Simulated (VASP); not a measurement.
# C (P6_3/mmc) in VASP: relaxation of shape and atoms at fixed volume with HSE06

Aim: the relaxation of shape and atoms at fixed volume of C with HSE06.

All numbers are computed with VASP 6.6.1; they aren't measurements. Logs are shortened: lines on timing, memory, paths and dates and some standing lists are left out, and cuts for length are marked.

## (1) The cell of the first run

The structure is hexagonal, space group P6_3/mmc (No. 194). The conventional cell has a = 2.440 Å, b = 2.440 Å, c = 8.119 Å, α = 90.00°, β = 90.00°, γ = 120.00°. C (site symmetry -6m2) has 3 C at 1.41 Å within 1.9 Å. Within 1.9 Å of C (site symmetry -6m2) lie 3 C at 1.41 Å.

## (2) Relaxation of shape and atoms at fixed volume, HSE06 (10.47 Å³/atom)

File POSCAR:

```
C
1.0
    2.4401036940      0.0000000000      0.0000000000
   -1.2200518470      2.1131917869      0.0000000000
    0.0000000000      0.0000000000      8.1191333515
C
4
Direct
    0.0000000000      0.0000000000      0.2500000000
    0.0000000000      0.0000000000      0.7500000000
    0.3333333333      0.6666666667      0.2500000000
    0.6666666667      0.3333333333      0.7500000000
```

File INCAR.step1:

```
PREC     = Accurate       # precision mode
ENCUT    = 600            # plane-wave cutoff, eV
EDIFF    = 1E-5           # SCF threshold, eV
ISMEAR   = 0              # smearing method
SIGMA    = 0.05           # smearing width, eV
LREAL    = F              # projectors in reciprocal space
LASPH    = T              # aspherical terms in the spheres
NELM     = 60             # most SCF steps
ALGO     = Normal         # electronic algorithm
LWAVE    = T              # write WAVECAR
LCHARG   = F              # write CHGCAR
GGA      = PE             # functional
NBANDS   = 16             # bands
```

File INCAR.step2:

```
PREC     = Accurate       # precision mode
ENCUT    = 600            # plane-wave cutoff, eV
EDIFF    = 1E-6           # SCF threshold, eV
ISMEAR   = 0              # smearing method
SIGMA    = 0.05           # smearing width, eV
LREAL    = F              # projectors in reciprocal space
LASPH    = T              # aspherical terms in the spheres
NELM     = 60             # most SCF steps
ALGO     = Normal         # electronic algorithm
ISIF     = 4              # what is computed and relaxed
LWAVE    = F              # write WAVECAR
LCHARG   = F              # write CHGCAR
GGA      = PE             # functional
LHFCALC  = T              # exact exchange
HFSCREEN = 0.2079         # screening, 1/A
PRECFOCK = Normal       
IBRION   = 2              # ionic algorithm
NSW      = 60             # ionic steps
EDIFFG   = -0.04          # ionic threshold
ISTART   = 1
```

File KPOINTS:

```
Automatic mesh
0
Gamma
  8 8 2
```

Potentials or basis: VASP PAW PBE potentials, release 64 (C).

Started as:

```bash
> cat potpaw_PBE.64/C/POTCAR > POTCAR
> cp INCAR.step1 INCAR
> mpirun -np 1 vasp_std > vasp.out
> cp INCAR.step2 INCAR
> mpirun -np 1 vasp_std > vasp.out
```

OUTCAR:

```text
PREC = Accurate
   ENCUT = 600
   EDIFF = 1E-6
   ISMEAR = 0
   LREAL = F
   LASPH = T
   NELM = 60
   ISIF = 4
   GGA = PE
   LHFCALC = T
   HFSCREEN = 0.2079
   PRECFOCK = Normal
   IBRION = 2
   NSW = 60
   EDIFFG = -0.04
   ISTART = 1

 ion  position               nearest neighbor table
   1  0.000  0.000  0.250-   3 1.41   3 1.41   3 1.41
   2  0.000  0.000  0.750-   4 1.41   4 1.41   4 1.41
   3  0.333  0.667  0.250-   1 1.41   1 1.41   1 1.41
   4  0.667  0.333  0.750-   2 1.41   2 1.41   2 1.41

  LATTYP: Found a hexagonal cell.
 ALAT       =     2.4401036940
 C/A-ratio  =     3.3273722635

  Lattice vectors:

 A1 = (   2.4401036940,   0.0000000000,   0.0000000000)
 A2 = (  -1.2200518470,   2.1131917869,   0.0000000000)
 A3 = (   0.0000000000,   0.0000000000,   8.1191333515)

Analysis of symmetry for initial positions (statically):
=====================================================================
 Subroutine PRICEL returns:
 Original cell was already a primitive cell.

 Routine SETGRP: Setting up the symmetry group for a
 hexagonal supercell.

 Subroutine GETGRP returns: Found 24 space group operations
 (whereof 12 operations were pure point group operations)
 out of a pool of 24 trial point group operations.

The static configuration has the point symmetry D_3d.
 The point group associated with its full space group is D_6h.

Analysis of symmetry for dynamics (positions and initial velocities):
=====================================================================
 Subroutine PRICEL returns:
 Original cell was already a primitive cell.

 Routine SETGRP: Setting up the symmetry group for a
 hexagonal supercell.

 Subroutine GETGRP returns: Found 24 space group operations
 (whereof 12 operations were pure point group operations)
 out of a pool of 24 trial point group operations.

The dynamic configuration has the point symmetry D_3d.
 The point group associated with its full space group is D_6h.

 Subroutine INISYM returns: Found 24 space group operations
 (whereof 12 operations are pure point group operations),
 and found     1 'primitive' translations

----------------------------------------------------------------------------------------

                                     Primitive cell

  volume of cell :      41.8656

  direct lattice vectors                    reciprocal lattice vectors
     2.440103694  0.000000000  0.000000000     0.409818649  0.236608907  0.000000000
    -1.220051847  2.113191787  0.000000000     0.000000000  0.473217815  0.000000000
     0.000000000  0.000000000  8.119133352     0.000000000  0.000000000  0.123165855

  length of vectors
     2.440103694  2.440103694  8.119133352     0.473217815  0.473217815  0.123165855

  position of ions in fractional coordinates (direct lattice)
     0.000000000  0.000000000  0.250000000
     0.000000000  0.000000000  0.750000000
     0.333333333  0.666666667  0.250000000
     0.666666667  0.333333333  0.750000000

  ion indices of the primitive-cell ions
   primitive index   ion index
                 1           1
                 2           2
                 3           3
                 4           4

----------------------------------------------------------------------------------------

 KPOINTS: Automatic mesh

Automatic generation of k-mesh.
 Grid dimensions read from file:
 generate k-points for:    8    8    2

 Generating k-lattice:

[... 79 lines left out ...]
  Thomas-Fermi vector in A             =   2.324173
   LORBIT       =      0    0 simple, 1 ext, 2 COOP (PROOUT), +10 PAW based schemes
   GGA     = PE    functional components
   LHFCALC =     T    Hartree Fock is set to
   PRECFOCK=normal    Normal, Fast or Accurate (Low or Medium for compatibility)
   ENCUT4O =  -1.0   cutoff for four orbital integrals eV
   NKREDX  =     1    reduce k-point grid by
   NKREDY  =     1    reduce k-point grid by
   NKREDZ  =     1    reduce k-point grid by
   AEXX    =    0.2500 exact exchange contribution
   HFSCREEN=    0.2079 screening length (either q_TF or 0.3 A-1)
   HFSCREENC=   0.2079 screening length for correlation (either q_TF or 0.3 A-1)
   ENCUTFOCK=  -1.0 apply spherical cutoff to Coloumb kernel
   IVDW    =     0    specifies the selected vdW correction
   LEPSILON=     F    determine dielectric tensor
   LRPA    =     F    only Hartree local field effects (RPA)
 conjugate gradient relaxation of ions
 non-spin polarized calculation
 Gauss-broadening in eV      SIGMA  =   0.05
  energy-cutoff  :      600.00
  volume of cell :       41.87
 maximum number of plane-waves:      1421
 NGX is ok and might be reduce to    20
  NGX = 16; NGY = 16; NGZ = 50

--------------------------------------- Ionic step        1  -------------------------------------------

 number of electron      16.0000001 magnetization

 Free energy of the ion-electron system (eV)
  ---------------------------------------------------
  ext. energy  EPLUGINS =         0.00000000
  ---------------------------------------------------
  free energy    TOTEN  =       -42.35153358 eV

  energy without entropy =      -42.35153358  energy(sigma->0) =      -42.35153358

------------------------ aborting loop because EDIFF is reached ----------------------------------------

  FORCE on cell =-STRESS in cart. coord.  units (eV):
  Direction    XX          YY          ZZ          XY          YZ          ZX
  --------------------------------------------------------------------------------------
  -------------------------------------------------------------------------------------
  Total        1.2350816      1.2350816     -0.0781296      0.0000000      0.0000000      0.0000000
  in kB       47.2660552     47.2660552     -2.9899876      0.0000000      0.0000000      0.0000000
  external PRESSURE =      30.5140409 kB  Pullay stress =       0.0000000 kB

 VOLUME and BASIS-vectors are now :
 -----------------------------------------------------------------------------
  energy-cutoff  :      600.00
  volume of cell :       41.87
      direct lattice vectors                 reciprocal lattice vectors
     2.440103694  0.000000000  0.000000000     0.409818649  0.236608907  0.000000000
    -1.220051847  2.113191787  0.000000000     0.000000000  0.473217815  0.000000000
     0.000000000  0.000000000  8.119133352     0.000000000  0.000000000  0.123165855

 POSITION                                       TOTAL-FORCE (eV/Angst)
 -----------------------------------------------------------------------------------
      0.00000      0.00000      2.02978        -0.000000      0.000000      0.000000
      0.00000      0.00000      6.08935         0.000000     -0.000000     -0.000000
     -0.00000      1.40879      2.02978        -0.000000     -0.000000      0.000000
      1.22005      0.70440      6.08935         0.000000      0.000000      0.000000
 -----------------------------------------------------------------------------------
    total drift:                               -0.000000     -0.000000     -0.000000

  FREE ENERGIE OF THE ION-ELECTRON SYSTEM (eV)
  ---------------------------------------------------
  free  energy   TOTEN  =       -42.3515335804 eV

  energy  without entropy=      -42.3515335804  energy(sigma->0) =      -42.35153358

--------------------------------------- Ionic step        2  -------------------------------------------

 number of electron      16.0000001 magnetization

 Free energy of the ion-electron system (eV)
  ---------------------------------------------------
  ext. energy  EPLUGINS =         0.00000000
  ---------------------------------------------------
  free energy    TOTEN  =       -42.35719874 eV

  energy without entropy =      -42.35719874  energy(sigma->0) =      -42.35719874

 E-fermi :   2.4247     XC(G=0):  -7.5877

 val. band max:        2.1186130967   @ k =   0.3750   0.2500   0.0000
 cond. band min:       4.4420100594   @ k =   0.3750   0.2500   0.5000
 fundamental gap:      2.3233969628
 Fermi energy:         2.4247433010

 k-point     1 :       0.0000    0.0000    0.0000
  band No.  band energies     occupation
      1     -18.9575      2.00000
      2     -18.8910      2.00000
      3      -6.0675      2.00000
      4      -5.3121      2.00000
      5      -0.7424      2.00000
      6      -0.7424      2.00000
      7      -0.7399      2.00000
      8      -0.7399      2.00000
      9       6.7847      0.00000
     10      10.8952      0.00000
     11      12.6008      0.00000
     12      12.6008      0.00000
[... 271 lines left out ...]
 k-point    20 :       0.3750    0.2500    0.5000
  band No.  band energies     occupation
      1     -12.1143      2.00000
      2     -12.1143      2.00000
      3     -11.1108      2.00000
      4     -11.1108      2.00000
      5      -8.0801      2.00000
      6      -8.0801      2.00000
      7       2.0051      2.00000
      8       2.0051      2.00000
      9       4.4420      0.00000
     10       4.4420      0.00000
     11      14.4345      0.00000
     12      14.4345      0.00000

------------------------ aborting loop because EDIFF is reached ----------------------------------------

  FORCE on cell =-STRESS in cart. coord.  units (eV):
  Direction    XX          YY          ZZ          XY          YZ          ZX
  --------------------------------------------------------------------------------------
  -------------------------------------------------------------------------------------
  Total       -0.2882825     -0.2882825     -0.0889400      0.0000000     -0.0000000      0.0000000
  in kB      -11.0324494    -11.0324494     -3.4036981      0.0000000     -0.0000000      0.0000000
  external PRESSURE =      -8.4895323 kB  Pullay stress =       0.0000000 kB

 VOLUME and BASIS-vectors are now :
 -----------------------------------------------------------------------------
  energy-cutoff  :      600.00
  volume of cell :       41.87
      direct lattice vectors                 reciprocal lattice vectors
     2.453054590 -0.000000000  0.000000000     0.407655013  0.235359731 -0.000000000
    -1.226527295  2.124407592 -0.000000000     0.000000000  0.470719463 -0.000000000
     0.000000000  0.000000000  8.033629763     0.000000000  0.000000000  0.124476735

 POSITION                                       TOTAL-FORCE (eV/Angst)
 -----------------------------------------------------------------------------------
      2.45305     -0.00000      2.00841        -0.000000      0.000000     -0.000000
     -1.22653      2.12441      6.02522         0.000000     -0.000000     -0.000000
     -0.00000      1.41627      2.00841         0.000000     -0.000000      0.000000
      1.22653      0.70814      6.02522        -0.000000      0.000000      0.000000
 -----------------------------------------------------------------------------------
    total drift:                               -0.000000     -0.000000     -0.000000

  FREE ENERGIE OF THE ION-ELECTRON SYSTEM (eV)
  ---------------------------------------------------
  free  energy   TOTEN  =       -42.3571987356 eV

  energy  without entropy=      -42.3571987356  energy(sigma->0) =      -42.35719874

 reached required accuracy - stopping structural energy minimisation
```

It took 44 min on 1 thread of Oxide Virtual Turin-like, shared host; peak memory 0.24 GiB.

What came out:

```yaml
Free_energy: -42.3572 eV
Energy_gained_by_relaxing: 1.4 meV/atom
Ionic_steps: 2
Pressure_after_relaxing: -0.8 GPa
```

Stress tensor (GPa, compression positive):
```
-1.10  0.00  0.00
 0.00 -1.10  0.00
 0.00  0.00 -0.34
```

Step by step:
```tsv
step	energy change (eV)	largest force (eV/Å)	pressure (GPa)	volume (Å³)
1	0.0000	0.0000	3.05	41.87
2	-0.0057	0.0000	-0.85	41.87
```

Final structure:
```xyz
4
Lattice="2.4531 0.0000 0.0000 -1.2265 2.1244 0.0000 0.0000 0.0000 8.0336" Properties=species:S:1:pos:R:3 pbc="T T T"
C     2.4531    0.0000    2.0084
C    -1.2265    2.1244    6.0252
C     0.0000    1.4163    2.0084
C     1.2265    0.7081    6.0252
```

Caveat: this functional lacks dispersion, which binds the layers, so the pressure and a relaxed spacing across them are unreliable; the PAW data sets were made with another functional, which shifts forces and pressure a little.
